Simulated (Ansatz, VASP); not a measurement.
One calculation of CuO, two programs

```
Cu O
1.0
     0.00000    2.32725    2.32725
     2.32725    0.00000    2.32725
     2.32725    2.32725    0.00000
Cu O
1 1
Direct
  0.00000 0.00000 0.00000
  0.25000 0.25000 0.25000
```

Alike in both runs: functional BLYP; k mesh 6 × 6 × 6; occupations fermi-dirac, width 0.05 eV; no spin polarisation.

```csv
,VASP,Ansatz
version,VASP 6.6.1,Ansatz 0.2.0
potentials or method,"VASP PAW PBE potentials, release 64 (Cu, O)",Ansatz PAW
plane-wave cutoff (eV),520,420
valence electrons in the cell,17,25
task,single point,band structure
```

Ansatz gave:

* gap on the k mesh at the Fermi level (eV): none
* pressure (GPa): -5.1

Task: What did VASP give for the same quantities?

Result: gap on the k mesh at the Fermi level (eV): none; pressure (GPa): -4.8.

VASP's potentials were made for PBE, not for BLYP. A gap of «none» marks a metal or a gap that the smearing closes. VASP's potentials hold 17 valence electrons a cell and Ansatz's 25, so a difference there can come from the potentials and not from the codes.

The k mesh is coarse, so the values compare programs but aren't converged.
